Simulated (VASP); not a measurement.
Runs of VASP 6.6.1 on KMgF3. The structure is that of space group Pm-3m (No. 221), or close to it. The cells are those of the table. 

| task | cell | cutoff (eV) | gap on the mesh (eV) | pressure (GPa) |
| --- | --- | --- | --- | --- |
| single point | a = 4.171, b = 3.955, c = 3.955 Å, 5 atoms | 600 | (a) | -1.9 |
| single point | a = 4.111, b = 4.111, c = 3.919 Å, 5 atoms | 520 | 6.79 | -2.9 |
| relaxation of cell and atoms | relaxed from a = 3.978 Å, 5 atoms | 600 | 7.14 | 0.0 |
| single point | a = 4.111, b = 3.966, c = 3.966 Å, 5 atoms | 600 | (b) | -1.5 |
| single point | a = 4.171, b = 3.946, c = 3.946 Å, 5 atoms | 600 | (c) | -1.6 |

Alike in all rows: level PBEsol; potentials or basis VASP PAW PBE potentials, release 64 (K_sv, Mg, F); no spin polarisation; k mesh 6 × 6 × 6; smearing gaussian 0.02 eV.

Estimate the missing entries.

(a) 6.88; (b) 6.95; (c) 6.90.

Caveats: the PAW data sets were made with another functional, which shifts forces and pressure a little.

A k mesh can miss the band edges.
